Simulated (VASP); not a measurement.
As, 1 atom in the cell. Symmetry: P6/mmm, No. 191, hexagonal system. Conventional cell: a = 2.452 Å, b = 2.452 Å, c = 2.309 Å, α = 90.00°, β = 90.00°, γ = 120.00°. As (site symmetry 6/mmm) has 8 As at 2.31 to 2.45 Å within 3.1 Å. 

- Program: VASP 6.6.1
- Task: relaxation of cell and atoms
- Functional: PBE
- Potentials or basis: VASP PAW PBE potentials, release 64 (As)
- Cutoff: 600 eV
- k mesh: 18 × 18 × 17
- Occupations: fermi-dirac, width 0.05 eV
- Spin: no spin polarisation
- Target pressure: 120 GPa
- Dipole correction: no
- Further INCAR settings: ALGO = Normal; EDIFF = 1e-06; IBRION = 2; EDIFFG = -0.005; NSW = 32; ISIF = 3

Potentials or basis: VASP PAW PBE potentials, release 64 (As).

Command:

```bash
$ cat potpaw_PBE.64/As/POTCAR > POTCAR
$ mpirun -np 1 vasp_std > vasp.out
```

Hardware: 1 thread of Intel Xeon 6975P-C, on a shared host.

Problem. How long does it take, and how much memory?

Solution. Run time: 33 s on 1 thread of Intel Xeon 6975P-C (shared host), peak memory 0.15 GiB. Counts: scf iterations 29, k points 333, ion steps 6.
